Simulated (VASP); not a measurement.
# AlH7 (P1) in VASP: notebook, part 2 of 2

VASP 6.6.1. Earlier steps stand in the parts before.

## (3) Relaxation of cell and atoms, PBE

This run uses another cell than the first one, of 16.12 Å³/atom.

Input file INCAR:

```
SYSTEM = AlH7
  PREC = Accurate
  ENCUT = 600
  EDIFF = 1E-7
  ISMEAR = 0
  SIGMA = 0.02
  LREAL = Auto
  LASPH = .TRUE.
  NELM = 60
  ALGO = Normal
  ISIF = 3
  LWAVE = .FALSE.
  LCHARG = .FALSE.
  GGA = PE
  IBRION = 2
  NSW = 100
  EDIFFG = -0.01
```

Input file KPOINTS:

```
Automatic mesh
0
G
  6 4 4
  0 0 0
```

Input file POSCAR:

```
AlH7
1.0
    4.6832391287      0.0000000000      0.0000000000
    0.6979938404      7.8942444827      0.0000000000
    0.6868708142      3.9052913865      6.9768675545
Al H
2 14
Direct
    0.9525050682      0.9373656237      0.0366839771
    0.4527160044      0.9367073981      0.0367942401
    0.5737258854      0.6355557938      0.6413936742
    0.4872247603      0.5471356725      0.6956740297
    0.0400252007      0.9079234045      0.5591727874
    0.9348420650      0.9735990032      0.4856816736
    0.0874700359      0.3115209730      0.5243775181
    0.1047362851      0.4192177643      0.4680081438
    0.6334939030      0.3896877617      0.1395464907
    0.5176671933      0.3195619957      0.1921664199
    0.2260825220      0.9458810523      0.8675937283
    0.1771417342      0.0983934708      0.0481353307
    0.7001772649      0.1073569095      0.8790267395
    0.2044216865      0.7668603212      0.1945899964
    0.6790553321      0.9274423201      0.2061738268
    0.7287150591      0.7757905354      0.0249814235
```

Potentials or basis: VASP PAW PBE potentials, release 64 (Al, H).

Run with:

```
cat potpaw_PBE.64/Al/POTCAR potpaw_PBE.64/H/POTCAR > POTCAR
mpirun -np 1 vasp_std > vasp.out
```

OUTCAR:

```text
SYSTEM = AlH7
   PREC = Accurate
   ENCUT = 600
   EDIFF = 1E-7
   ISMEAR = 0
   LREAL = Auto
   LASPH = .TRUE.
   NELM = 60
   ISIF = 3
   GGA = PE
   IBRION = 2
   NSW = 100
   EDIFFG = -0.01

 ion  position               nearest neighbor table
   1  0.953  0.937  0.037-  13 1.76  15 1.76  12 1.76  14 1.76  11 1.76  16 1.77   2 2.34   2 2.34

   2  0.453  0.937  0.037-  15 1.76  11 1.76  14 1.76  16 1.76  13 1.76  12 1.77   1 2.34   1 2.34

   3  0.574  0.636  0.641-   4 0.75
   4  0.487  0.547  0.696-   3 0.75
   5  0.040  0.908  0.559-   6 0.75
   6  0.935  0.974  0.486-   5 0.75
   7  0.087  0.312  0.524-   8 0.75
   8  0.105  0.419  0.468-   7 0.75
   9  0.633  0.390  0.140-  10 0.75
  10  0.518  0.320  0.192-   9 0.75
  11  0.226  0.946  0.868-   2 1.76   1 1.76
  12  0.177  0.098  0.048-   1 1.76   2 1.77
  13  0.700  0.107  0.879-   1 1.76   2 1.76
  14  0.204  0.767  0.195-   1 1.76   2 1.76
  15  0.679  0.927  0.206-   1 1.76   2 1.76
  16  0.729  0.776  0.025-   2 1.76   1 1.77

  LATTYP: Found a triclinic cell.
 ALAT       =     7.9250420411
 B/A-ratio  =     1.0140892930
 C/A-ratio  =     0.5909418656
 COS(alpha) =     0.0013840290
 COS(beta)  =     0.0880744653
 COS(gamma) =     0.4945352091

  Lattice vectors:

 A1 = (  -0.6979938404,  -7.8942444827,   0.0000000000)
 A2 = (  -0.0111230262,  -3.9889530962,   6.9768675545)
 A3 = (  -4.6832391287,   0.0000000000,   0.0000000000)

Analysis of symmetry for initial positions (statically):
=====================================================================
 Subroutine PRICEL returns:
 Original cell was already a primitive cell.

 Routine SETGRP: Setting up the symmetry group for a
 triclinic supercell.

 Subroutine GETGRP returns: Found  1 space group operations
 (whereof  1 operations were pure point group operations)
 out of a pool of  2 trial point group operations.

The static configuration has the point symmetry C_1 .

Analysis of symmetry for dynamics (positions and initial velocities):
=====================================================================
 Subroutine PRICEL returns:
 Original cell was already a primitive cell.

 Routine SETGRP: Setting up the symmetry group for a
 triclinic supercell.

 Subroutine GETGRP returns: Found  1 space group operations
 (whereof  1 operations were pure point group operations)
 out of a pool of  2 trial point group operations.

The dynamic configuration has the point symmetry C_1 .

 Subroutine INISYM returns: Found  1 space group operations
 (whereof  1 operations are pure point group operations),
 and found     1 'primitive' translations

----------------------------------------------------------------------------------------

                                     Primitive cell

  volume of cell :     257.9392

  direct lattice vectors                    reciprocal lattice vectors
     4.683239129  0.000000000  0.000000000     0.213527427 -0.018879682 -0.010453846
     0.697993840  7.894244483  0.000000000     0.000000000  0.126674567 -0.070905903
     0.686870814  3.905291387  6.976867555     0.000000000  0.000000000  0.143330799

  length of vectors
[... 89 lines left out ...]
  0.333333  0.250000  0.250000      2.000000
  0.500000  0.250000  0.250000      2.000000
 [... further k-points ...]
   k-points           NKPTS =     52   k-points in BZ     NKDIM =     52   number of bands    NBANDS=     19
   number of dos      NEDOS =    301   number of ions     NIONS =     16
   total plane-waves  NPLWV = 163840
   dimension x,y,z NGX =    40 NGY =   64 NGZ =   64
   dimension x,y,z NGXF=    80 NGYF=  128 NGZF=  128
   ions per type =               2  14
   NGX,Y,Z   is equivalent  to a cutoff of  14.20, 13.43, 13.26 a.u.
   NGXF,Y,Z  is equivalent  to a cutoff of  28.40, 26.85, 26.52 a.u.
 SYSTEM =  AlH7
   PREC   = accura    normal or accurate (medium, high low for compatibility)
   ISTART =      0    job   : 0-new  1-cont  2-samecut
   ICHARG =      2    charge: 1-file 2-atom 10-const
   ISPIN  =      1    spin polarized calculation?
   LNONCOLLINEAR =      F non collinear calculations
   LSORBIT =      F    spin-orbit coupling
   LASPH  =      T    aspherical Exc in radial PAW
   ENCUT  =  600.0 eV  44.10 Ry    6.64 a.u.   9.35 15.83 16.03*2*pi/ulx,y,z
   NELM   =     60;   NELMIN=  2; NELMDL= -5     # of ELM steps
   EDIFF  = 0.1E-06   stopping-criterion for ELM
   LREAL  =      T    real-space projection
   EDIFFG = -.1E-01   stopping-criterion for IOM
   NSW    =    100    number of steps for IOM
   IBRION =      2    ionic relax: 0-MD 1-quasi-New 2-CG
   NFREE  =      1    steps in history (QN), initial steepest desc. (CG)
   ISIF   =      3    stress and relaxation
   ISYM   =      2    0-nonsym 1-usesym 2-fastsym
   POTIM  = 0.5000    time-step for ionic-motion
   TEBEG  =    0.0;   TEEND  =   0.0 temperature during run
   PSTRESS=    0.0 pullay stress
   NELECT =      20.0000    total number of electrons
   NUPDOWN=      -1.0000    fix difference up-down
   EMIN   =  10.00;   EMAX   =-10.00  energy-range for DOS
   EFERMI =   0.00;   METHOD = LEGACY
   ISMEAR =     0;   SIGMA  =   0.02  broadening in eV -4-tet -1-fermi 0-gaus
   EFERMI_NEDOS =   21; number of points for ismear=-14 and -15
   IALGO  =     38    algorithm
   IMIX   =      4    mixing-type and parameters
     AMIX     =   0.40;   BMIX     =  1.00
     AMIX_MAG =   1.60;   BMIX_MAG =  1.00
  volume/ion in A,a.u.               =      16.12       108.79
  Fermi-wavevector in a.u.,A,eV,Ry     =   0.698092  1.319202  6.630551  0.487332
  Thomas-Fermi vector in A             =   1.781599
   LORBIT       =      0    0 simple, 1 ext, 2 COOP (PROOUT), +10 PAW based schemes
   GGA     = PE    functional components
   LHFCALC =     F    Hartree Fock is set to
   AEXX    =    0.0000 exact exchange contribution
   IVDW    =     0    specifies the selected vdW correction
   LEPSILON=     F    determine dielectric tensor
   LRPA    =     F    only Hartree local field effects (RPA)
 conjugate gradient relaxation of ions
 non-spin polarized calculation
 Gauss-broadening in eV      SIGMA  =   0.02
  energy-cutoff  :      600.00
  volume of cell :      257.94
 maximum number of plane-waves:      8636
 NGX is ok and might be reduce to    40
   NGX = 19   NGY = 31   NGZ = 33

--------------------------------------- Ionic step        1  -------------------------------------------

 number of electron      19.9999999 magnetization

 Free energy of the ion-electron system (eV)
  ---------------------------------------------------
  ext. energy  EPLUGINS =         0.00000000
  ---------------------------------------------------
  free energy    TOTEN  =       -53.72163944 eV

  energy without entropy =      -53.72163944  energy(sigma->0) =      -53.72163944

------------------------ aborting loop because EDIFF is reached ----------------------------------------

  FORCE on cell =-STRESS in cart. coord.  units (eV):
  Direction    XX          YY          ZZ          XY          YZ          ZX
  --------------------------------------------------------------------------------------
  -------------------------------------------------------------------------------------
  Total       -0.0982372     -0.0368027     -0.0000082      0.0209581      0.0166931      0.0163162
  in kB       -0.6101956     -0.2285984     -0.0000512      0.1301804      0.1036883      0.1013475
  external PRESSURE =      -0.2796150 kB  Pullay stress =       0.0000000 kB
[... 87 lines left out ...]
--------------------------------------- Ionic step        3  -------------------------------------------

 number of electron      19.9999999 magnetization

 Free energy of the ion-electron system (eV)
  ---------------------------------------------------
  ext. energy  EPLUGINS =         0.00000000
  ---------------------------------------------------
  free energy    TOTEN  =       -53.72170912 eV

  energy without entropy =      -53.72170912  energy(sigma->0) =      -53.72170912

 E-fermi :  -4.0024     XC(G=0):  -5.2253

 val. band max:       -4.0957634261   @ k =   0.0000   0.0000   0.0000
 cond. band min:      -1.5407892405   @ k =   0.0000   0.0000   0.5000
 fundamental gap:      2.5549741856
 Fermi energy:        -4.0024151231

 k-point     1 :       0.0000    0.0000    0.0000
  band No.  band energies     occupation
      1     -11.8955      2.00000
      2      -8.3221      2.00000
      3      -7.9918      2.00000
      4      -7.8951      2.00000
      5      -7.7463      2.00000
      6      -7.6870      2.00000
[... 505 lines left out ...]
      6      -7.7188      2.00000
[... 11 lines left out ...]
     18       3.4403      0.00000
     19       3.5371      0.00000

 [... further k-points ...]

------------------------ aborting loop because EDIFF is reached ----------------------------------------

  FORCE on cell =-STRESS in cart. coord.  units (eV):
  Direction    XX          YY          ZZ          XY          YZ          ZX
  --------------------------------------------------------------------------------------
  -------------------------------------------------------------------------------------
  Total       -0.0585084      0.0101198      0.0272441      0.0407406     -0.0158364      0.0012475
  in kB       -0.3634693      0.0628665      0.1692471      0.2530908     -0.0983799      0.0077499
  external PRESSURE =      -0.0437852 kB  Pullay stress =       0.0000000 kB
[... 31 lines left out ...]
  FREE ENERGIE OF THE ION-ELECTRON SYSTEM (eV)
  ---------------------------------------------------
  free  energy   TOTEN  =       -53.7217091228 eV

  energy  without entropy=      -53.7217091228  energy(sigma->0) =      -53.72170912

 reached required accuracy - stopping structural energy minimisation
```

Wall time 16 min (1 thread of Intel Xeon 8259CL, shared host); peak memory 0.51 GiB.

What came out:

| Property | Result |
| --- | --- |
| Free energy | -53.7217 eV |
| Relaxed volume | 16.12 Å³/atom |
| Relaxed cell | a = 4.683 Å, b = 7.925 Å, c = 8.025 Å, α = 60.51°, β = 85.09°, γ = 84.95° |
| Space group after relaxing (to 0.1 Å) | P1 (No. 1) |
| Energy gained by relaxing | 0.0 meV/atom |
| Ionic steps | 3 |
| Pressure after relaxing | 0.0 GPa |
| Largest force after relaxing | 0.008 eV/Å |
| Band gap on the k mesh | 2.56 eV (least direct gap 2.56 eV) |

Forces in eV/Å, atoms in the order of the input:
```
Al   0.000 -0.001 -0.003
Al  -0.001 -0.001 -0.003
H    0.000  0.003 -0.001
H   -0.001 -0.003  0.002
H    0.002  0.002  0.002
H   -0.001  0.001 -0.001
H   -0.007 -0.003  0.004
H    0.008  0.000  0.000
H    0.001  0.001 -0.002
H   -0.002 -0.002  0.003
H    0.000  0.001 -0.002
H    0.001 -0.003 -0.001
H    0.000 -0.002  0.005
H    0.001  0.002 -0.003
H   -0.002  0.000  0.000
H    0.001  0.004  0.002
```

Final structure:
```xyz
16
Lattice="4.6828 0.0001 0.0001 0.6981 7.8940 0.0001 0.6870 3.9053 6.9769" Properties=species:S:1:pos:R:3 pbc="T T T"
Al    5.1400    7.5429    0.2561
Al    2.7991    7.5381    0.2568
H     3.5707    7.5217    4.4753
H     3.1417    7.0362    4.8536
H     1.2053    9.3509    3.9014
H     5.3911    9.5824    3.3888
H     0.9873    4.5076    3.6582
H     1.1046    5.1363    3.2657
H     3.3341    3.6210    0.9739
H     2.7795    3.2733    1.3406
H     2.3150   10.8550    6.0533
H     0.9313    0.9647    0.3358
H     3.9576    4.2803    6.1331
H     1.6263    6.8136    1.3577
H     3.9689    8.1264    1.4386
H     3.9712    6.2218    0.1745
```

A k mesh can miss the band edges.
